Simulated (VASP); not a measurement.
Set up this calculation in VASP 6.6.1, as the native input.

| Property | Result |
| --- | --- |
| Task | single point |
| Functional | PBE |
| Potentials or basis | VASP PAW PBE potentials, release 64 (Cu) |
| Cutoff | 520 eV |
| k mesh | 18 × 18 × 18 |
| Occupations | gaussian, width 0.15 eV |
| Spin | no spin polarisation |
| Dipole correction | no |
| Further INCAR settings | ALGO = Fast; EDIFF = 1e-06; NBANDS = 18 |

The structure of Cu lies in POSCAR:

```
Cu
1.0
    1.2634141204     -4.1115037498      0.0000000000
    1.2634141204      4.1115037498      0.0000000000
    0.0000000000      0.0000000000      2.5142119659
Cu
2
Direct
    0.1340351705      0.8659648295      0.2500000000
    0.8659648295      0.1340351705      0.7500000000
```

These files were run (other wordings do the same):

INCAR

```
SYSTEM = Cu
ALGO = Fast
EDIFF = 1E-6
ENCUT = 520
GGA = PE
ISIF = 2
ISMEAR = 0
LASPH = .TRUE.
LCHARG = .FALSE.
LREAL = .FALSE.
LWAVE = .FALSE.
NBANDS = 18
NELM = 60
PREC = Accurate
SIGMA = 0.15
```

KPOINTS

```
k-points
0
G
  18 18 18
  0 0 0
```

Potentials or basis: VASP PAW PBE potentials, release 64 (Cu).

Run with:

```console
$ cat potpaw_PBE.64/Cu/POTCAR > POTCAR
$ mpirun -np 1 vasp_std > vasp.out
```

Results of the run:

| Quantity | Value |
| --- | --- |
| Pressure | -3.6 GPa |
| Largest force | 0.043 eV/Å |
| Band gap on the k mesh | zero (bands 11 and 12 overlap by 5.49 eV) |

Caveat: the cell stands under tension.

Run time: 3 min on 1 thread of Intel(R) Xeon(R) 6975P-C (Granite Rapids) (shared host), peak memory 0.44 GiB.
